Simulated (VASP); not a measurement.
# Sb (Im-3m) in VASP: further runs, part 2 of 2

VASP 6.6.1.

**5. Single point, PBE, non-collinear spin, zero start, spin-orbit coupling**

This run uses another cell than the first one, of 26.21 Å³/atom, 0.943 times its volume.

The input, INCAR:

```
SYSTEM = Sb
PREC     = Accurate       ! precision mode
ENCUT    = 520            ! plane-wave cutoff, eV
EDIFF    = 1E-7           ! SCF threshold, eV
ISMEAR   = -1             ! smearing method
SIGMA    = 0.05           ! smearing width, eV
LREAL    = .FALSE.        ! projectors in reciprocal space
LASPH    = .TRUE.         ! aspherical terms in the spheres
NELM     = 150            ! most SCF steps
ALGO     = Normal         ! electronic algorithm
ISIF     = 2              ! what is computed and relaxed
LWAVE    = .FALSE.        ! write WAVECAR
LCHARG   = .FALSE.        ! write CHGCAR
MAGMOM   = 0 0 0          ! initial moments
LORBIT   = 11             ! projections on sites
LSORBIT  = .TRUE.         ! spin-orbit coupling
GGA_COMPAT= .FALSE.      
LORBMOM  = .TRUE.       
GGA      = PE             ! functional
NBANDS   = 16             ! bands
```

The input, KPOINTS:

```
Automatic mesh
0
G
  7 7 7
  0 0 0
```

The input, POSCAR:

```
Sb
1.0
   -1.8713408863      1.8713408863      1.8713408863
    1.8713408863     -1.8713408863      1.8713408863
    1.8713408863      1.8713408863     -1.8713408863
Sb
1
Direct
    0.0000000000      0.0000000000      0.0000000000
```

Run with:

```bash
> cat potpaw_PBE.64/Sb/POTCAR > POTCAR
> mpirun -np 1 vasp_ncl > vasp.out
```

It took 29 s on 1 thread of Intel Xeon 8259CL, shared host; peak memory 0.17 GiB.

It converged, with:

```
Free energy                                           : -3.8911 eV
Pressure                                              : 2.5 GPa
Net moment                                            : 0.00 μB per cell
Valence electrons inside the program's atomic spheres : Sb 2.35
```

Moments on the atoms (μB; x, y, z):
```
Sb  0.00 0.00 0.00
```

**6. Single point, LDA**

This run uses another cell than the first one, of 25.74 Å³/atom, 0.926 times its volume.

The input, INCAR:

```
PREC     = Accurate       # precision mode
ENCUT    = 520            # plane-wave cutoff, eV
EDIFF    = 1E-6           # SCF threshold, eV
ISMEAR   = -1             # smearing method
SIGMA    = 0.05           # smearing width, eV
LREAL    = False          # projectors in reciprocal space
LASPH    = True           # aspherical terms in the spheres
NELM     = 100            # most SCF steps
ALGO     = Normal         # electronic algorithm
ISIF     = 2              # what is computed and relaxed
LWAVE    = False          # write WAVECAR
LCHARG   = False          # write CHGCAR
NBANDS   = 8              # bands
```

The input, KPOINTS:

```
regular mesh
0
Gamma
  10 10 10
```

The input, POSCAR:

```
Sb
1.0
   -1.8600849257      1.8600849257      1.8600849257
    1.8600849257     -1.8600849257      1.8600849257
    1.8600849257      1.8600849257     -1.8600849257
Sb
1
Direct
    0.0000000000      0.0000000000      0.0000000000
```

Potentials or basis: VASP PAW LDA potentials, release 64 (Sb).

Run with:

```bash
> cat potpaw_LDA.64/Sb/POTCAR > POTCAR
> mpirun -np 1 vasp_std > vasp.out
```

OUTCAR:

```text
PREC = Accurate
   ENCUT = 520
   EDIFF = 1E-6
   ISMEAR = -1
   LREAL = False
   LASPH = True
   NELM = 100
   ISIF = 2

 ion  position               nearest neighbor table
   1  0.000  0.000  0.000-

  LATTYP: Found a body centered cubic cell.
 ALAT       =     3.7201698514

  Lattice vectors:

 A1 = (  -1.8600849257,   1.8600849257,   1.8600849257)
 A2 = (   1.8600849257,  -1.8600849257,   1.8600849257)
 A3 = (   1.8600849257,   1.8600849257,  -1.8600849257)

Analysis of symmetry for initial positions (statically):
=====================================================================
 Subroutine PRICEL returns:
 Original cell was already a primitive cell.

 Routine SETGRP: Setting up the symmetry group for a
 body centered cubic supercell.

 Subroutine GETGRP returns: Found 48 space group operations
 (whereof 48 operations were pure point group operations)
 out of a pool of 48 trial point group operations.

The static configuration has the point symmetry O_h .

Analysis of symmetry for dynamics (positions and initial velocities):
=====================================================================
 Subroutine PRICEL returns:
 Original cell was already a primitive cell.

 Routine SETGRP: Setting up the symmetry group for a
 body centered cubic supercell.

 Subroutine GETGRP returns: Found 48 space group operations
 (whereof 48 operations were pure point group operations)
 out of a pool of 48 trial point group operations.

The dynamic configuration has the point symmetry O_h .

 Subroutine INISYM returns: Found 48 space group operations
 (whereof 48 operations are pure point group operations),
 and found     1 'primitive' translations

----------------------------------------------------------------------------------------

                                     Primitive cell

  volume of cell :      25.7429

  direct lattice vectors                    reciprocal lattice vectors
    -1.860084926  1.860084926  1.860084926     0.000000000  0.268804931  0.268804931
     1.860084926 -1.860084926  1.860084926     0.268804931  0.000000000  0.268804931
     1.860084926  1.860084926 -1.860084926     0.268804931  0.268804931  0.000000000

  length of vectors
     3.221761598  3.221761598  3.221761598     0.380147579  0.380147579  0.380147579

  position of ions in fractional coordinates (direct lattice)
     0.000000000  0.000000000  0.000000000

  ion indices of the primitive-cell ions
   primitive index   ion index
                 1           1

----------------------------------------------------------------------------------------

 KPOINTS: regular mesh

Automatic generation of k-mesh.
 Grid dimensions read from file:
 generate k-points for:   10   10   10

 Generating k-lattice:

  Cartesian coordinates                     Fractional coordinates (reciprocal lattice)
     0.000000000  0.026880493  0.026880493     0.100000000  0.000000000  0.000000000
     0.026880493  0.000000000  0.026880493     0.000000000  0.100000000  0.000000000
     0.026880493  0.026880493  0.000000000     0.000000000  0.000000000  0.100000000

  Length of vectors
     0.038014758  0.038014758  0.038014758

  Shift w.r.t. Gamma in fractional coordinates (k-lattice)
     0.000000000  0.000000000  0.000000000

 Subroutine IBZKPT returns following result:
 ===========================================

 Found     47 irreducible k-points:

 Following reciprocal coordinates:
            Coordinates               Weight
  0.000000  0.000000  0.000000      1.000000
  0.100000  0.000000  0.000000     12.000000
  0.200000  0.000000  0.000000     12.000000
  0.300000  0.000000  0.000000     12.000000
  0.400000  0.000000  0.000000     12.000000
  0.500000  0.000000  0.000000      6.000000
[... 16 lines left out ...]
  0.300000  0.300000  0.100000      8.000000
 -0.300000  0.300000  0.100000     24.000000
 [... further k-points ...]
   k-points           NKPTS =     47   k-points in BZ     NKDIM =     47   number of bands    NBANDS=      8
   number of dos      NEDOS =    301   number of ions     NIONS =      1
   total plane-waves  NPLWV =  13824
   dimension x,y,z NGX =    24 NGY =   24 NGZ =   24
   dimension x,y,z NGXF=    48 NGYF=   48 NGZF=   48
   ions per type =               1
   NGX,Y,Z   is equivalent  to a cutoff of  12.38, 12.38, 12.38 a.u.
   NGXF,Y,Z  is equivalent  to a cutoff of  24.77, 24.77, 24.77 a.u.
 SYSTEM =  unknown system
   PREC   = accura    normal or accurate (medium, high low for compatibility)
   ISTART =      0    job   : 0-new  1-cont  2-samecut
   ICHARG =      2    charge: 1-file 2-atom 10-const
   ISPIN  =      1    spin polarized calculation?
   LNONCOLLINEAR =      F non collinear calculations
   LSORBIT =      F    spin-orbit coupling
   LASPH  =      T    aspherical Exc in radial PAW
   ENCUT  =  520.0 eV  38.22 Ry    6.18 a.u.   5.99  5.99  5.99*2*pi/ulx,y,z
   NELM   =    100;   NELMIN=  2; NELMDL= -5     # of ELM steps
   EDIFF  = 0.1E-05   stopping-criterion for ELM
   LREAL  =      F    real-space projection
   EDIFFG = 0.1E-04   stopping-criterion for IOM
   NSW    =      0    number of steps for IOM
   IBRION =     -1    ionic relax: 0-MD 1-quasi-New 2-CG
   NFREE  =      0    steps in history (QN), initial steepest desc. (CG)
   ISIF   =      2    stress and relaxation
   ISYM   =      2    0-nonsym 1-usesym 2-fastsym
   POTIM  = 0.5000    time-step for ionic-motion
   TEBEG  =    0.0;   TEEND  =   0.0 temperature during run
   PSTRESS=    0.0 pullay stress
   NELECT =       5.0000    total number of electrons
   NUPDOWN=      -1.0000    fix difference up-down
   EMIN   =  10.00;   EMAX   =-10.00  energy-range for DOS
   EFERMI =   0.00;   METHOD = LEGACY
   ISMEAR =    -1;   SIGMA  =   0.05  broadening in eV -4-tet -1-fermi 0-gaus
   EFERMI_NEDOS =   21; number of points for ismear=-14 and -15
   IALGO  =     38    algorithm
   IMIX   =      4    mixing-type and parameters
     AMIX     =   0.40;   BMIX     =  1.00
     AMIX_MAG =   1.60;   BMIX_MAG =  1.00
  volume/ion in A,a.u.               =      25.74       173.72
  Fermi-wavevector in a.u.,A,eV,Ry     =   0.948081  1.791613 12.229697  0.898857
  Thomas-Fermi vector in A             =   2.076235
   LORBIT       =      0    0 simple, 1 ext, 2 COOP (PROOUT), +10 PAW based schemes
   GGA     = CA    functional components
   LHFCALC =     F    Hartree Fock is set to
   AEXX    =    0.0000 exact exchange contribution
   IVDW    =     0    specifies the selected vdW correction
   LEPSILON=     F    determine dielectric tensor
   LRPA    =     F    only Hartree local field effects (RPA)
 non-spin polarized calculation
  energy-cutoff  :      520.00
  volume of cell :       25.74
 maximum number of plane-waves:       706
   NGX = 11   NGY = 11   NGZ = 11

 number of electron       4.9999999 magnetization

 Free energy of the ion-electron system (eV)
  ---------------------------------------------------
  ext. energy  EPLUGINS =         0.00000000
  ---------------------------------------------------
  free energy    TOTEN  =        -4.61409682 eV

  energy without entropy =       -4.60511868  energy(sigma->0) =       -4.60960775

 E-fermi :   8.9220     XC(G=0): -10.5624

 val. band max:        8.9213070840   @ k =   0.3000   0.1000   0.1000
 cond. band min:       8.9666886150   @ k =   0.5000   0.5000   0.3000
 fundamental gap:      0.0453815311
 Fermi energy:         8.9219828990

 k-point     1 :       0.0000    0.0000    0.0000
  band No.  band energies     occupation
      1      -4.2759      2.00000
      2      14.6880      0.00000
      3      14.6880      0.00000
      4      14.6880      0.00000
      5      19.4031      0.00000
      6      19.4031      0.00000
      7      19.4031      0.00000
      8      20.8436      0.00000

 k-point     2 :       0.1000    0.0000    0.0000
  band No.  band energies     occupation
      1      -4.0580      2.00000
      2      13.1158      0.00000
      3      14.0039      0.00000
      4      14.4935      0.00000
      5      18.4323      0.00000
      6      18.4520      0.00000
      7      20.1206      0.00000
      8      20.2721      0.00000
[... 221 lines left out ...]
 k-point    23 :       0.3000    0.3000    0.1000
  band No.  band energies     occupation
      1       0.9000      2.00000
      2       5.2059      2.00000
      3       5.2059      2.00000
      4       9.0581      0.12344
      5      20.4670      0.00000
      6      22.1748      0.00000
      7      22.1748      0.00000
      8      24.3626      0.00000

 k-point    24 :      -0.3000    0.3000    0.1000
  band No.  band energies     occupation
      1      -2.1340      2.00000
      2       7.2820      2.00000
      3      10.9753      0.00000
      4      12.3735      0.00000
      5      16.6431      0.00000
      6      17.4996      0.00000
      7      18.7487      0.00000
      8      23.5391      0.00000

 [... further k-points ...]
[... 5 lines left out ...]
  --------------------------------------------------------------------------------------
  -------------------------------------------------------------------------------------
  Total        0.0179137      0.0179137      0.0179137      0.0000000      0.0000000      0.0000000
  in kB        1.1149051      1.1149051      1.1149051      0.0000000      0.0000000      0.0000000
  external PRESSURE =       1.1149051 kB  Pullay stress =       0.0000000 kB

 VOLUME and BASIS-vectors are now :
 -----------------------------------------------------------------------------
  energy-cutoff  :      520.00
  volume of cell :       25.74
      direct lattice vectors                 reciprocal lattice vectors
    -1.860084926  1.860084926  1.860084926     0.000000000  0.268804931  0.268804931
     1.860084926 -1.860084926  1.860084926     0.268804931  0.000000000  0.268804931
     1.860084926  1.860084926 -1.860084926     0.268804931  0.268804931  0.000000000

 POSITION                                       TOTAL-FORCE (eV/Angst)
 -----------------------------------------------------------------------------------
      0.00000      0.00000      0.00000        -0.000000      0.000000      0.000000
 -----------------------------------------------------------------------------------
    total drift:                                0.000000      0.000000      0.000000

  FREE ENERGIE OF THE ION-ELECTRON SYSTEM (eV)
  ---------------------------------------------------
  free  energy   TOTEN  =        -4.6140968151 eV

  energy  without entropy=       -4.6051186824  energy(sigma->0) =       -4.60960775
```

Wall time 6.6 s (1 thread of Intel Xeon 8259CL, shared host); peak memory 0.13 GiB.

Results:

```yaml
Free_energy: -4.6141 eV
Pressure: 0.1 GPa
```

Levels at points of the mesh, in eV from the Fermi level:
```csv
k point,band 1,band 2,band 3,band 4,band 5,band 6,band 7,band 8
"(0.00, 0.00, 0.00)",-13.20,5.77,5.77,5.77,10.48,10.48,10.48,11.92
"(0.50, 0.00, 0.00)",-8.92,-5.83,1.76,3.86,6.58,6.97,14.07,14.72
"(0.50, 0.50, 0.50)",-5.47,-2.08,-2.08,-2.08,2.96,2.96,16.69,16.69
```

Caveat: spin-orbit coupling is left out, which moves the levels of the heavy elements.

**7. The runs side by side**

| level | potentials or basis | spin | cell | k mesh | smearing | gap on the mesh (eV) | pressure (GPa) |
| --- | --- | --- | --- | --- | --- | --- | --- |
| r2SCAN | VASP PAW PBE potentials, release 64 (Sb) | off | a = 3.305 Å, angles 109.5°, 1 atom | 10 × 10 × 10 | fermi-dirac 0.05 eV | none | -1.3 |
| PBE | VASP PAW PBE potentials, release 64 (Sb) | off | a = 3.241 Å, angles 109.5°, 1 atom | 10 × 10 × 10 | gaussian 0.011 eV | none | 3.0 |
| PBE | VASP PAW PBE potentials, release 64 (Sb) | off | a = 3.294 Å, angles 109.5°, 1 atom | 10 × 10 × 10 | fermi-dirac 0.05 eV | none | -0.1 |
| PBE | VASP PAW PBE potentials, release 64 (Sb) | non-collinear, zero start, SOC | a = 3.241 Å, angles 109.5°, 1 atom | 7 × 7 × 7 | fermi-dirac 0.05 eV | - | 2.5 |
| LDA | VASP PAW LDA potentials, release 64 (Sb) | off | a = 3.222 Å, angles 109.5°, 1 atom | 10 × 10 × 10 | fermi-dirac 0.05 eV | none | 0.1 |

Alike in all rows: task single point; cutoff (eV) 520.

Caveats: spin-orbit coupling is left out, which moves the levels of the heavy elements (some runs); the PAW data sets were made with another functional, which shifts forces and pressure a little (some runs).

Total energies depend on the potentials used, so only differences within one code and one set of settings carry meaning.
